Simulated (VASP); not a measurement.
# Nb4H in VASP: relaxation of the atoms with PBE

Aim: the relaxation of the atoms of Nb4H with PBE.

Program: VASP 6.6.1. These are calculated values, not measurements. Logs are shortened: lines on timing, memory, paths and dates and some standing lists are left out, and cuts for length are marked.

## Step 1: The cell of the first run

The cell holds a slab with vacuum, 5 atoms: a = 2.983 Å, b = 4.218 Å, c = 19.813 Å, α = 90.00°, β = 90.00°, γ = 90.00°.

## Step 2: Relaxation of the atoms, PBE

Input file INCAR:

```
PREC = Accurate
ENCUT = 450
EDIFF = 1E-7
ISMEAR = 0
SIGMA = 0.1
LREAL = F
LASPH = T
NELM = 120
ALGO = Normal
ISIF = 2
LWAVE = F
LCHARG = F
LDIPOL = T
IDIPOL = 3
DIPOL = 0.5 0.5 0.330
GGA = PE
IBRION = 2
NSW = 36
EDIFFG = -0.025
GGA_COMPAT = F
NELMIN = 4
NELMDL = -8
```

Input file KPOINTS:

```
Automatic mesh
0
Gamma
  9 6 1
```

Input file POSCAR:

```
Nb4H
1.0
    2.9829001615      0.0000000000      0.0000000000
    0.0000000000      4.2184578637      0.0000000000
    0.0000000000      0.0000000000     19.8127690725
Nb H
4 1
Selective dynamics
Direct
    0.5000000000      0.5000000000      0.2018900026  F F F
    0.0000000000      0.0000000000      0.2771672178  F F F
    0.5000000000      0.5000000000      0.3569599732  F F F
    0.0000000000      0.0000000000      0.4195662425  F F F
    0.0000000000      0.5000000000      0.3953394421  F F T
```

Potentials or basis: VASP PAW PBE potentials, release 64 (Nb_sv, H).

Started as:

```
$ cat potpaw_PBE.64/Nb_sv/POTCAR potpaw_PBE.64/H/POTCAR > POTCAR
$ mpirun -np 1 vasp_std > vasp.out
```

OUTCAR:

```text
PREC = Accurate
   ENCUT = 450
   EDIFF = 1E-7
   ISMEAR = 0
   LREAL = F
   LASPH = T
   NELM = 120
   ISIF = 2
   GGA = PE
   IBRION = 2
   NSW = 36
   EDIFFG = -0.025
   NELMIN = 4
   NELMDL = -8

 ion  position               nearest neighbor table
   1  0.500  0.500  0.202-   2 2.98   2 2.98   2 2.98   2 2.98
   2  0.000  0.000  0.277-   4 2.82   1 2.98   1 2.98   1 2.98   1 2.98   3 3.03   3 3.03   3 3.03
                             3 3.03
   3  0.500  0.500  0.357-   5 1.67   5 1.67   4 2.87   4 2.87   4 2.87   4 2.87   2 3.03   2 3.03
                             2 3.03   2 3.03
   4  0.000  0.000  0.420-   2 2.82   3 2.87   3 2.87   3 2.87   3 2.87
   5  0.000  0.500  0.395-   3 1.67   3 1.67

  LATTYP: Found a simple orthorhombic cell.
 ALAT       =     2.9829001615
 B/A-ratio  =     1.4142135624
 C/A-ratio  =     6.6421160615

  Lattice vectors:

 A1 = (   2.9829001615,   0.0000000000,   0.0000000000)
 A2 = (   0.0000000000,   4.2184578637,   0.0000000000)
 A3 = (   0.0000000000,   0.0000000000,  19.8127690725)

Analysis of symmetry for initial positions (statically):
=====================================================================
 Subroutine PRICEL returns:
 Original cell was already a primitive cell.

 Routine SETGRP: Setting up the symmetry group for a
 simple orthorhombic supercell.

 Subroutine GETGRP returns: Found  4 space group operations
 (whereof  4 operations were pure point group operations)
 out of a pool of  8 trial point group operations.

The static configuration has the point symmetry C_2v.

Analysis of symmetry for dynamics (positions and initial velocities):
=====================================================================
 Subroutine PRICEL returns:
 Original cell was already a primitive cell.

 Routine SETGRP: Setting up the symmetry group for a
 simple orthorhombic supercell.

 Subroutine GETGRP returns: Found  4 space group operations
 (whereof  4 operations were pure point group operations)
 out of a pool of  8 trial point group operations.

The dynamic configuration has the point symmetry C_2v.

Analysis of constrained symmetry for selective dynamics:
=====================================================================
 Subroutine PRICEL returns:
 Original cell was already a primitive cell.

 Routine SETGRP: Setting up the symmetry group for a
 simple orthorhombic supercell.

 Subroutine GETGRP returns: Found  4 space group operations
 (whereof  4 operations were pure point group operations)
 out of a pool of  8 trial point group operations.

The constrained configuration has the point symmetry C_2v.

 Subroutine INISYM returns: Found  4 space group operations
 (whereof  4 operations are pure point group operations),
 and found     1 'primitive' translations

----------------------------------------------------------------------------------------

                                     Primitive cell

  volume of cell :     249.3088

  direct lattice vectors                    reciprocal lattice vectors
     2.982900161  0.000000000  0.000000000     0.335244207  0.000000000  0.000000000
     0.000000000  4.218457864  0.000000000     0.000000000  0.237053452  0.000000000
     0.000000000  0.000000000 19.812769073     0.000000000  0.000000000  0.050472501

  length of vectors
     2.982900161  4.218457864 19.812769073     0.335244207  0.237053452  0.050472501

  position of ions in fractional coordinates (direct lattice)
     0.500000000  0.500000000  0.201890003
     0.000000000  0.000000000  0.277167218
     0.500000000  0.500000000  0.356959973
     0.000000000  0.000000000  0.419566242
     0.000000000  0.500000000  0.395339442

  ion indices of the primitive-cell ions
   primitive index   ion index
                 1           1
                 2           2
                 3           3
                 4           4
                 5           5

----------------------------------------------------------------------------------------

 KPOINTS: Automatic mesh

Automatic generation of k-mesh.
 Grid dimensions read from file:
 generate k-points for:    9    6    1

 Generating k-lattice:

  Cartesian coordinates                     Fractional coordinates (reciprocal lattice)
     0.037249356  0.000000000  0.000000000     0.111111111  0.000000000  0.000000000
     0.000000000  0.039508909  0.000000000     0.000000000  0.166666667  0.000000000
     0.000000000  0.000000000  0.050472501     0.000000000  0.000000000  1.000000000

  Length of vectors
     0.037249356  0.039508909  0.050472501

  Shift w.r.t. Gamma in fractional coordinates (k-lattice)
     0.000000000  0.000000000  0.000000000

 Subroutine IBZKPT returns following result:
 ===========================================

 Found     20 irreducible k-points:

 Following reciprocal coordinates:
            Coordinates               Weight
  0.000000  0.000000  0.000000      1.000000
  0.111111  0.000000  0.000000      2.000000
  0.222222  0.000000  0.000000      2.000000
  0.333333  0.000000  0.000000      2.000000
  0.444444  0.000000  0.000000      2.000000
  0.000000  0.166667  0.000000      2.000000
[... 12 lines left out ...]
  0.333333  0.500000  0.000000      2.000000
  0.444444  0.500000  0.000000      2.000000
   k-points           NKPTS =     20   k-points in BZ     NKDIM =     20   number of bands    NBANDS=     31
   number of dos      NEDOS =    301   number of ions     NIONS =      5
   total plane-waves  NPLWV = 100800
   dimension x,y,z NGX =    24 NGY =   30 NGZ =  140
   dimension x,y,z NGXF=    48 NGYF=   60 NGZF=  280
   ions per type =               4   1
   NGX,Y,Z   is equivalent  to a cutoff of  13.38, 11.82, 11.75 a.u.
   NGXF,Y,Z  is equivalent  to a cutoff of  26.75, 23.65, 23.49 a.u.
 SYSTEM =  unknown system
   PREC   = accura    normal or accurate (medium, high low for compatibility)
   ISTART =      0    job   : 0-new  1-cont  2-samecut
   ICHARG =      2    charge: 1-file 2-atom 10-const
   ISPIN  =      1    spin polarized calculation?
   LNONCOLLINEAR =      F non collinear calculations
   LSORBIT =      F    spin-orbit coupling
   LASPH  =      T    aspherical Exc in radial PAW
   ENCUT  =  450.0 eV  33.07 Ry    5.75 a.u.   5.16  7.30 34.27*2*pi/ulx,y,z
   NELM   =    120;   NELMIN=  4; NELMDL= -8     # of ELM steps
   EDIFF  = 0.1E-06   stopping-criterion for ELM
   LREAL  =      F    real-space projection
   EDIFFG = -.3E-01   stopping-criterion for IOM
   NSW    =     36    number of steps for IOM
   IBRION =      2    ionic relax: 0-MD 1-quasi-New 2-CG
   NFREE  =      1    steps in history (QN), initial steepest desc. (CG)
   ISIF   =      2    stress and relaxation
   ISYM   =      2    0-nonsym 1-usesym 2-fastsym
   POTIM  = 0.5000    time-step for ionic-motion
   TEBEG  =    0.0;   TEEND  =   0.0 temperature during run
   PSTRESS=    0.0 pullay stress
   NELECT =      53.0000    total number of electrons
   NUPDOWN=      -1.0000    fix difference up-down
   EMIN   =  10.00;   EMAX   =-10.00  energy-range for DOS
   EFERMI =   0.00;   METHOD = LEGACY
   ISMEAR =     0;   SIGMA  =   0.10  broadening in eV -4-tet -1-fermi 0-gaus
   EFERMI_NEDOS =   21; number of points for ismear=-14 and -15
   IALGO  =     38    algorithm
   IMIX   =      4    mixing-type and parameters
     AMIX     =   0.40;   BMIX     =  1.00
     AMIX_MAG =   1.60;   BMIX_MAG =  1.00
  volume/ion in A,a.u.               =      49.86       336.48
  Fermi-wavevector in a.u.,A,eV,Ry     =   0.977059  1.846374 12.988732  0.954645
  Thomas-Fermi vector in A             =   2.107727
   LORBIT       =      0    0 simple, 1 ext, 2 COOP (PROOUT), +10 PAW based schemes
   GGA     = PE    functional components
   LHFCALC =     F    Hartree Fock is set to
   AEXX    =    0.0000 exact exchange contribution
   IVDW    =     0    specifies the selected vdW correction
   LEPSILON=     F    determine dielectric tensor
   LRPA    =     F    only Hartree local field effects (RPA)
 conjugate gradient relaxation of ions
 non-spin polarized calculation
 Gauss-broadening in eV      SIGMA  =   0.10
  energy-cutoff  :      450.00
  volume of cell :      249.31
 maximum number of plane-waves:      5446
 NGX is ok and might be reduce to    24
   NGX = 11   NGY = 15   NGZ = 69

--------------------------------------- Ionic step        1  -------------------------------------------

 number of electron      53.0000006 magnetization

 Free energy of the ion-electron system (eV)
  ---------------------------------------------------
  ext. energy  EPLUGINS =         0.00000000
  ---------------------------------------------------
  free energy    TOTEN  =       -39.37586556 eV

  energy without entropy =      -39.33721398  energy(sigma->0) =      -39.35653977

------------------------ aborting loop because EDIFF is reached ----------------------------------------

  FORCE on cell =-STRESS in cart. coord.  units (eV):
  Direction    XX          YY          ZZ          XY          YZ          ZX
  --------------------------------------------------------------------------------------
  -------------------------------------------------------------------------------------
  Total        0.9935837     -3.4150546      0.0151570      0.0000000      0.0000000      0.0000000
  in kB        6.3852432    -21.9467706      0.0974062      0.0000000      0.0000000      0.0000000
  external PRESSURE =      -5.1547070 kB  Pullay stress =       0.0000000 kB
[... 28 lines left out ...]
 number of electron      53.0000005 magnetization

------------------------ aborting loop because EDIFF is reached ----------------------------------------

 vacuum level on the upper side and lower side of the slab       (xc-potential included)         0.013        -0.289

  FORCE on cell =-STRESS in cart. coord.  units (eV):
  Direction    XX          YY          ZZ          XY          YZ          ZX
  --------------------------------------------------------------------------------------
  -------------------------------------------------------------------------------------
  Total       -0.9568351     -3.3921115     -0.2439452      0.0000000      0.0000000      0.0000000
  in kB       -6.1490791    -21.7993274     -1.5677085      0.0000000      0.0000000      0.0000000
  external PRESSURE =      -9.8387050 kB  Pullay stress =       0.0000000 kB
[... 20 lines left out ...]
  FREE ENERGIE OF THE ION-ELECTRON SYSTEM (eV)
  ---------------------------------------------------
  free  energy   TOTEN  =       -39.7149810700 eV

  energy  without entropy=      -39.6733326204  energy(sigma->0) =      -39.69415685

 dipolmoment           0.000000      0.000000     -0.001126 electrons x Angstroem

--------------------------------------- Ionic step        3  -------------------------------------------

 number of electron      53.0000007 magnetization

------------------------ aborting loop because EDIFF is reached ----------------------------------------
[... 73 lines left out ...]
--------------------------------------- Ionic step        5  -------------------------------------------

 number of electron      53.0000007 magnetization

 dipolmoment           0.000000      0.000000      0.014038 electrons x Angstroem

 Free energy of the ion-electron system (eV)
  ---------------------------------------------------
  ext. energy  EPLUGINS =         0.00000000
  ---------------------------------------------------
  free energy    TOTEN  =       -40.21055659 eV

  energy without entropy =      -40.17240664  energy(sigma->0) =      -40.19148162

 E-fermi :   0.9319     XC(G=0):  -4.9001

 val. band max:        0.9039743382   @ k =   0.2222   0.5000   0.0000
 cond. band min:       0.9376875913   @ k =   0.3333   0.5000   0.0000
 fundamental gap:      0.0337132531
 Fermi energy:         0.9319213934

 k-point     1 :       0.0000    0.0000    0.0000
  band No.  band energies     occupation
      1     -54.0514      2.00000
      2     -54.0155      2.00000
      3     -53.7957      2.00000
      4     -53.7332      2.00000
      5     -30.5062      2.00000
      6     -30.2894      2.00000
[... 669 lines left out ...]
     30       2.1693      0.00000
     31       2.4992      0.00000

------------------------ aborting loop because EDIFF is reached ----------------------------------------

 vacuum level on the upper side and lower side of the slab       (xc-potential included)        -0.101        -0.282

  FORCE on cell =-STRESS in cart. coord.  units (eV):
  Direction    XX          YY          ZZ          XY          YZ          ZX
  --------------------------------------------------------------------------------------
  -------------------------------------------------------------------------------------
  Total       -4.8200113     -3.0666416     -2.6445936      0.0000000      0.0000000      0.0000000
  in kB      -30.9756929    -19.7077025    -16.9954208      0.0000000      0.0000000      0.0000000
  external PRESSURE =     -22.5596054 kB  Pullay stress =       0.0000000 kB
[... 20 lines left out ...]
  FREE ENERGIE OF THE ION-ELECTRON SYSTEM (eV)
  ---------------------------------------------------
  free  energy   TOTEN  =       -40.2105565929 eV

  energy  without entropy=      -40.1724066386  energy(sigma->0) =      -40.19148162

 reached required accuracy - stopping structural energy minimisation

 vacuum level on the upper side and lower side of the slab         4.516         4.328
```

Run time: 5.8 min. Hardware: 1 thread of Intel Xeon 6975P-C (Granite Rapids), shared host; peak memory 0.36 GiB.

What came out:

```yaml
Free_energy: -40.2106 eV
Energy_gained_by_relaxing: 166.9 meV/atom
Ionic_steps: 5
Band_gap_on_the_k_mesh: zero (an odd number of electrons rules out a gap without spin polarisation)
```

Step by step:
```tsv
step	energy change (eV)	largest force on free atoms (eV/Å)	pressure (GPa)
1	0.0000	2.7988	-0.52
2	-0.3391	2.2058	-0.98
3	-0.8170	0.3904	-2.05
4	-0.8344	0.0507	-2.23
5	-0.8347	0.0018	-2.26
```

Final structure:
```cif
data_structure
_symmetry_space_group_name_H-M 'P 1'
_symmetry_Int_Tables_number 1
_cell_length_a 2.9829
_cell_length_b 4.2185
_cell_length_c 19.8128
_cell_angle_alpha 90.000
_cell_angle_beta 90.000
_cell_angle_gamma 90.000
_cell_volume 249.31
loop_
_atom_site_label
_atom_site_type_symbol
_atom_site_fract_x
_atom_site_fract_y
_atom_site_fract_z
_atom_site_occupancy
Nb1 Nb 0.50000 0.50000 0.20189 1
Nb2 Nb 0.00000 0.00000 0.27717 1
Nb3 Nb 0.50000 0.50000 0.35696 1
Nb4 Nb 0.00000 0.00000 0.41957 1
H1 H 0.00000 0.50000 0.42554 1
```
